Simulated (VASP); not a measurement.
# C (P6_3/mmc) in VASP: notebook

Runs on C. Level: PBE. Tasks: relaxation of cell and atoms.

Everything below comes from runs of VASP 6.6.1. Logs are shortened: lines on timing, memory, paths and dates and some standing lists are left out, and cuts for length are marked.

### 1 The cell of the first run

It takes space group P6_3/mmc (No. 194, hexagonal). The conventional cell has a = 2.467 Å, b = 2.467 Å, c = 8.465 Å, α = 90.00°, β = 90.00°, γ = 120.00°. C (site symmetry -6m2) has 3 C at 1.42 Å within 1.9 Å. Within 1.9 Å of C (site symmetry -6m2) lie 3 C at 1.42 Å.

### 2 Relaxation of cell and atoms, PBE

INCAR

```
ALGO = Normal ; EDIFF = 1E-6
EDIFFG = -0.005 ; ENCUT = 600
GGA = PE ; IBRION = 2
ISIF = 3 ; ISMEAR = 0
LASPH = True ; LCHARG = False
LREAL = False ; LWAVE = False
NELM = 80 ; NSW = 100
PREC = Accurate ; SIGMA = 0.1
```

KPOINTS

```
k-points
0
Gamma
  18 18 6
```

POSCAR

```
C
1.0
    2.4665327835      0.0000000000      0.0000000000
   -1.2332663917      2.1360800498      0.0000000000
    0.0000000000      0.0000000000      8.4654494173
C
4
Direct
    0.0000000000      0.0000000000      0.2500000000
    0.0000000000      0.0000000000      0.7500000000
    0.3333333333      0.6666666667      0.2500000000
    0.6666666667      0.3333333333      0.7500000000
```

Potentials or basis: VASP PAW PBE potentials, release 64 (C).

The run is started by

```sh
cat potpaw_PBE.64/C/POTCAR > POTCAR
mpirun -np 1 vasp_std > vasp.out
```

OUTCAR:

```text
EDIFF = 1E-6
   EDIFFG = -0.005
   ENCUT = 600
   GGA = PE
   IBRION = 2
   ISIF = 3
   ISMEAR = 0
   LASPH = True
   LREAL = False
   NELM = 80
   NSW = 100
   PREC = Accurate

 ion  position               nearest neighbor table
   1  0.000  0.000  0.250-   3 1.42   3 1.42   3 1.42
   2  0.000  0.000  0.750-   4 1.42   4 1.42   4 1.42
   3  0.333  0.667  0.250-   1 1.42   1 1.42   1 1.42
   4  0.667  0.333  0.750-   2 1.42   2 1.42   2 1.42

  LATTYP: Found a hexagonal cell.
 ALAT       =     2.4665327835
 C/A-ratio  =     3.4321252383

  Lattice vectors:

 A1 = (   2.4665327835,   0.0000000000,   0.0000000000)
 A2 = (  -1.2332663917,   2.1360800498,   0.0000000000)
 A3 = (   0.0000000000,   0.0000000000,   8.4654494173)

Analysis of symmetry for initial positions (statically):
=====================================================================
 Subroutine PRICEL returns:
 Original cell was already a primitive cell.

 Routine SETGRP: Setting up the symmetry group for a
 hexagonal supercell.

 Subroutine GETGRP returns: Found 24 space group operations
 (whereof 12 operations were pure point group operations)
 out of a pool of 24 trial point group operations.

The static configuration has the point symmetry D_3d.
 The point group associated with its full space group is D_6h.

Analysis of symmetry for dynamics (positions and initial velocities):
=====================================================================
 Subroutine PRICEL returns:
 Original cell was already a primitive cell.

 Routine SETGRP: Setting up the symmetry group for a
 hexagonal supercell.

 Subroutine GETGRP returns: Found 24 space group operations
 (whereof 12 operations were pure point group operations)
 out of a pool of 24 trial point group operations.

The dynamic configuration has the point symmetry D_3d.
 The point group associated with its full space group is D_6h.

 Subroutine INISYM returns: Found 24 space group operations
 (whereof 12 operations are pure point group operations),
 and found     1 'primitive' translations

----------------------------------------------------------------------------------------

                                     Primitive cell

  volume of cell :      44.6020

  direct lattice vectors                    reciprocal lattice vectors
     2.466532783  0.000000000  0.000000000     0.405427411  0.234073625  0.000000000
    -1.233266392  2.136080050  0.000000000     0.000000000  0.468147249  0.000000000
     0.000000000  0.000000000  8.465449417     0.000000000  0.000000000  0.118127219

  length of vectors
     2.466532783  2.466532783  8.465449417     0.468147249  0.468147249  0.118127219

  position of ions in fractional coordinates (direct lattice)
     0.000000000  0.000000000  0.250000000
     0.000000000  0.000000000  0.750000000
     0.333333333  0.666666667  0.250000000
     0.666666667  0.333333333  0.750000000

  ion indices of the primitive-cell ions
   primitive index   ion index
                 1           1
                 2           2
                 3           3
                 4           4

----------------------------------------------------------------------------------------

 KPOINTS: k-points

Automatic generation of k-mesh.
 Grid dimensions read from file:
 generate k-points for:   18   18    6

 Generating k-lattice:

  Cartesian coordinates                     Fractional coordinates (reciprocal lattice)
     0.022523745  0.013004090  0.000000000     0.055555556  0.000000000  0.000000000
     0.000000000  0.026008181  0.000000000     0.000000000  0.055555556  0.000000000
     0.000000000  0.000000000  0.019687870     0.000000000  0.000000000  0.166666667

  Length of vectors
     0.026008181  0.026008181  0.019687870

  Shift w.r.t. Gamma in fractional coordinates (k-lattice)
     0.000000000  0.000000000  0.000000000

 Subroutine IBZKPT returns following result:
 ===========================================

 Found    148 irreducible k-points:

 Following reciprocal coordinates:
            Coordinates               Weight
  0.000000  0.000000  0.000000      1.000000
  0.055556 -0.000000  0.000000      6.000000
  0.111111 -0.000000  0.000000      6.000000
  0.166667  0.000000  0.000000      6.000000
  0.222222  0.000000  0.000000      6.000000
  0.277778  0.000000  0.000000      6.000000
[... 16 lines left out ...]
  0.333333  0.111111  0.000000     12.000000
  0.388889  0.111111  0.000000     12.000000
 [... further k-points ...]
   k-points           NKPTS =    148   k-points in BZ     NKDIM =    148   number of bands    NBANDS=     12
   number of dos      NEDOS =    301   number of ions     NIONS =      4
   total plane-waves  NPLWV =  28000
   dimension x,y,z NGX =    20 NGY =   20 NGZ =   70
   dimension x,y,z NGXF=    40 NGYF=   40 NGZF=  140
   ions per type =               4
   NGX,Y,Z   is equivalent  to a cutoff of  13.48, 13.48, 13.75 a.u.
   NGXF,Y,Z  is equivalent  to a cutoff of  26.96, 26.96, 27.49 a.u.
 SYSTEM =  unknown system
   PREC   = accura    normal or accurate (medium, high low for compatibility)
   ISTART =      0    job   : 0-new  1-cont  2-samecut
   ICHARG =      2    charge: 1-file 2-atom 10-const
   ISPIN  =      1    spin polarized calculation?
   LNONCOLLINEAR =      F non collinear calculations
   LSORBIT =      F    spin-orbit coupling
   LASPH  =      T    aspherical Exc in radial PAW
   ENCUT  =  600.0 eV  44.10 Ry    6.64 a.u.   4.93  4.93 16.91*2*pi/ulx,y,z
   NELM   =     80;   NELMIN=  2; NELMDL= -5     # of ELM steps
   EDIFF  = 0.1E-05   stopping-criterion for ELM
   LREAL  =      F    real-space projection
   EDIFFG = -.5E-02   stopping-criterion for IOM
   NSW    =    100    number of steps for IOM
   IBRION =      2    ionic relax: 0-MD 1-quasi-New 2-CG
   NFREE  =      1    steps in history (QN), initial steepest desc. (CG)
   ISIF   =      3    stress and relaxation
   ISYM   =      2    0-nonsym 1-usesym 2-fastsym
   POTIM  = 0.5000    time-step for ionic-motion
   TEBEG  =    0.0;   TEEND  =   0.0 temperature during run
   PSTRESS=    0.0 pullay stress
   NELECT =      16.0000    total number of electrons
   NUPDOWN=      -1.0000    fix difference up-down
   EMIN   =  10.00;   EMAX   =-10.00  energy-range for DOS
   EFERMI =   0.00;   METHOD = LEGACY
   ISMEAR =     0;   SIGMA  =   0.10  broadening in eV -4-tet -1-fermi 0-gaus
   EFERMI_NEDOS =   21; number of points for ismear=-14 and -15
   IALGO  =     38    algorithm
   IMIX   =      4    mixing-type and parameters
     AMIX     =   0.40;   BMIX     =  1.00
     AMIX_MAG =   1.60;   BMIX_MAG =  1.00
  volume/ion in A,a.u.               =      11.15        75.25
  Fermi-wavevector in a.u.,A,eV,Ry     =   1.163224  2.198175 18.409907  1.353090
  Thomas-Fermi vector in A             =   2.299776
   LORBIT       =      0    0 simple, 1 ext, 2 COOP (PROOUT), +10 PAW based schemes
   GGA     = PE    functional components
   LHFCALC =     F    Hartree Fock is set to
   AEXX    =    0.0000 exact exchange contribution
   IVDW    =     0    specifies the selected vdW correction
   LEPSILON=     F    determine dielectric tensor
   LRPA    =     F    only Hartree local field effects (RPA)
 conjugate gradient relaxation of ions
 non-spin polarized calculation
 Gauss-broadening in eV      SIGMA  =   0.10
  energy-cutoff  :      600.00
  volume of cell :       44.60
 maximum number of plane-waves:      1524
 NGX is ok and might be reduce to    20
   NGX =  9   NGY =  9   NGZ = 33

--------------------------------------- Ionic step        1  -------------------------------------------

 number of electron      16.0000000 magnetization

 Free energy of the ion-electron system (eV)
  ---------------------------------------------------
  ext. energy  EPLUGINS =         0.00000000
  ---------------------------------------------------
  free energy    TOTEN  =       -36.91390763 eV

  energy without entropy =      -36.91288176  energy(sigma->0) =      -36.91339469

------------------------ aborting loop because EDIFF is reached ----------------------------------------

  FORCE on cell =-STRESS in cart. coord.  units (eV):
  Direction    XX          YY          ZZ          XY          YZ          ZX
  --------------------------------------------------------------------------------------
  -------------------------------------------------------------------------------------
  Total        0.0376390      0.0376390     -0.0568416      0.0000000     -0.0000000      0.0000000
  in kB        1.3520539      1.3520539     -2.0418420      0.0000000     -0.0000000      0.0000000
  external PRESSURE =       0.2207552 kB  Pullay stress =       0.0000000 kB
[... 95 lines left out ...]
  FREE ENERGIE OF THE ION-ELECTRON SYSTEM (eV)
  ---------------------------------------------------
  free  energy   TOTEN  =       -36.9139304330 eV

  energy  without entropy=      -36.9129059611  energy(sigma->0) =      -36.91341820

[... ionic steps 4 to 11 ...]

--------------------------------------- Ionic step       12  -------------------------------------------

 number of electron      16.0000001 magnetization

------------------------ aborting loop because EDIFF is reached ----------------------------------------
[... 71 lines left out ...]
--------------------------------------- Ionic step       14  -------------------------------------------

 number of electron      16.0000001 magnetization

 Free energy of the ion-electron system (eV)
  ---------------------------------------------------
  ext. energy  EPLUGINS =         0.00000000
  ---------------------------------------------------
  free energy    TOTEN  =       -36.91620048 eV

  energy without entropy =      -36.91531286  energy(sigma->0) =      -36.91575667

 E-fermi :   3.2894     XC(G=0):  -9.1630

 val. band max:        3.2886504166   @ k =   0.3333   0.3333   0.1667
 cond. band min:       3.2903295415   @ k =   0.3333   0.3333   0.3333
 fundamental gap:      0.0016791250
 Fermi energy:         3.2893692942

 k-point     1 :       0.0000    0.0000    0.0000
  band No.  band energies     occupation
      1     -16.2536      2.00000
      2     -16.1836      2.00000
      3      -4.6810      2.00000
      4      -3.9274      2.00000
      5       0.2489      2.00000
      6       0.2489      2.00000
      7       0.2514      2.00000
      8       0.2514      2.00000
      9       6.6012      0.00000
     10      10.5981      0.00000
     11      11.5910      0.00000
     12      11.5913      0.00000
[... 331 lines left out ...]
 k-point    24 :       0.3889    0.1111    0.0000
  band No.  band energies     occupation
      1     -11.5615      2.00000
      2     -11.5164      2.00000
      3      -8.9272      2.00000
      4      -8.8936      2.00000
      5      -3.9524      2.00000
      6      -3.9386      2.00000
      7       0.5549      2.00000
      8       0.9695      2.00000
      9       5.2821      0.00000
     10       5.5931      0.00000
     11      11.8599      0.00000
     12      11.9792      0.00000

 [... further k-points ...]
[... 5 lines left out ...]
  --------------------------------------------------------------------------------------
  -------------------------------------------------------------------------------------
  Total       -0.0130225     -0.0130225     -0.0190312     -0.0000000     -0.0000000      0.0000000
  in kB       -0.4975536     -0.4975536     -0.7271281     -0.0000000     -0.0000000      0.0000000
  external PRESSURE =      -0.5740784 kB  Pullay stress =       0.0000000 kB
[... 19 lines left out ...]
  FREE ENERGIE OF THE ION-ELECTRON SYSTEM (eV)
  ---------------------------------------------------
  free  energy   TOTEN  =       -36.9162004776 eV

  energy  without entropy=      -36.9153128587  energy(sigma->0) =      -36.91575667

 reached required accuracy - stopping structural energy minimisation
```

It took 8.8 min on 1 thread of Intel Xeon 6975P-C (Granite Rapids), shared host; peak memory 0.22 GiB.

Results:

- Free energy: -36.9162 eV
- Relaxed volume: 10.48 Å³/atom
- Relaxed cell: a = 2.467 Å, b = 2.467 Å, c = 7.958 Å, α = 90.00°, β = 90.00°, γ = 120.00°
- Space group after relaxing (to 0.1 Å): P6_3/mmc (No. 194)
- Energy gained by relaxing: 0.6 meV/atom
- Ionic steps: 14
- Pressure after relaxing: -0.1 GPa
- Band gap on the k mesh: zero (filled and empty bands overlap)

The path:
| step | energy change (eV) | largest force (eV/Å) | pressure (GPa) | volume (Å³) |
| --- | --- | --- | --- | --- |
| 1 | 0.0000 | 0.0000 | 0.02 | 44.60 |
| 2 | 0.0000 | 0.0000 | -0.28 | 44.61 |
| 3 | 0.0000 | 0.0000 | -0.16 | 44.61 |
| 4 | -0.0001 | 0.0000 | -0.15 | 44.58 |
| 5 | -0.0002 | 0.0000 | -0.13 | 44.50 |
| 6 | -0.0004 | 0.0000 | -0.10 | 44.34 |
| 7 | -0.0007 | 0.0000 | -0.05 | 44.01 |
| 8 | -0.0014 | 0.0000 | 0.08 | 43.36 |
| 9 | -0.0022 | 0.0000 | 0.37 | 42.07 |
| 10 | -0.0022 | 0.0000 | 0.28 | 42.03 |
| 11 | -0.0022 | 0.0000 | 0.23 | 42.02 |
| 12 | -0.0023 | 0.0000 | 0.20 | 42.01 |
| 13 | -0.0023 | 0.0000 | 0.14 | 41.98 |
| 14 | -0.0023 | 0.0000 | -0.06 | 41.93 |

Final structure:
```
C
1.0
     2.46677    0.00000    0.00000
    -1.23339    2.13629    0.00000
     0.00000    0.00000    7.95751
C
4
Direct
  0.00000 0.00000 0.25000
  0.00000 0.00000 0.75000
  0.33333 0.66667 0.25000
  0.66667 0.33333 0.75000
```

Levels at points of the mesh, in eV from the Fermi level:
```
           k point  band 4  band 5  band 6  band 7  band 8  band 9  band 10  band 11  band 12
(0.00, 0.00, 0.00)   -7.22   -3.04   -3.04   -3.04   -3.04    3.31     7.31     8.30     8.30
(0.50, 0.00, 0.00)  -13.22   -6.42   -6.41   -2.48   -2.24    1.55     1.86     7.31     7.41
(0.00, 0.00, 0.50)   -7.62   -3.04   -3.04   -3.04   -3.04    4.88     4.88     8.31     8.31
(0.50, 0.00, 0.50)  -13.23   -6.41   -6.41   -2.36   -2.36    1.67     1.67     7.36     7.36
```

Caveat: this functional lacks dispersion, which binds layers or chains, so the pressure and a relaxed spacing across them are unreliable.

### 3 Relaxation of cell and atoms, PBE

INCAR

```
ALGO = Normal ; EDIFF = 1E-7
EDIFFG = -0.005 ; ENCUT = 1300
GGA = PE ; GGA_COMPAT = False
IBRION = 2 ; ISIF = 3
ISMEAR = 0 ; LASPH = True
LCHARG = False ; LREAL = False
LWAVE = False ; NELM = 120
NELMIN = 4 ; NSW = 100
PREC = Accurate ; SIGMA = 0.1
```

KPOINTS is that of step 2.

POSCAR

```
C
1.0
    2.4665327885      0.0000000000      0.0000000000
   -1.2332663943      2.1360800541      0.0000000000
    0.0000000000      0.0000000000      8.4654495156
C
4
Direct
    0.0000000000      0.0000000000      0.2500000000
    0.0000000000      0.0000000000      0.7500000000
    0.3333333333      0.6666666667      0.2500000000
    0.6666666667      0.3333333333      0.7500000000
```

Potentials or basis: VASP PAW PBE potentials, release 64 (C_h).

The run is started by

```sh
cat potpaw_PBE.64/C_h/POTCAR > POTCAR
mpirun -np 1 vasp_std > vasp.out
```

Wall time 4.5 min (1 thread of AMD EPYC 9R45 (Zen 5), shared host); peak memory 0.42 GiB.

Results (log left out):

```
Free energy                           : -36.9776 eV
Relaxed volume                        : 11.14 Å³/atom
Relaxed cell                          : a = 2.466 Å, b = 2.466 Å, c = 8.465 Å, α = 90.00°, β = 90.00°, γ = 120.00°
Space group after relaxing (to 0.1 Å) : P6_3/mmc (No. 194)
Energy gained by relaxing             : 0.0 meV/atom
Ionic steps                           : 4
Pressure after relaxing               : 0.0 GPa
Band gap on the k mesh                : zero (filled and empty bands touch)
```

Final structure:
```
C
1.0
     2.46596    0.00000    0.00000
    -1.23298    2.13558    0.00000
     0.00000    0.00000    8.46488
C
4
Direct
  0.00000 0.00000 0.25000
  0.00000 0.00000 0.75000
  0.33333 0.66667 0.25000
  0.66667 0.33333 0.75000
```

Levels at points of the mesh, in eV from the Fermi level:
| k point | band 5 | band 6 | band 7 | band 8 | band 9 | band 10 | band 11 | band 12 |
| --- | --- | --- | --- | --- | --- | --- | --- | --- |
| (0.00, 0.00, 0.00) | -3.06 | -3.06 | -3.05 | -3.05 | 3.10 | 6.48 | 8.31 | 8.31 |
| (0.50, 0.00, 0.00) | -6.43 | -6.43 | -2.44 | -2.29 | 1.58 | 1.80 | 7.34 | 7.40 |
| (0.00, 0.00, 0.50) | -3.06 | -3.06 | -3.06 | -3.06 | 4.39 | 4.39 | 8.31 | 8.31 |
| (0.50, 0.00, 0.50) | -6.43 | -6.43 | -2.36 | -2.36 | 1.67 | 1.67 | 7.37 | 7.37 |

Caveat: this functional lacks dispersion, which binds layers or chains, so the pressure and a relaxed spacing across them are unreliable.

[end of part 1 of 2]
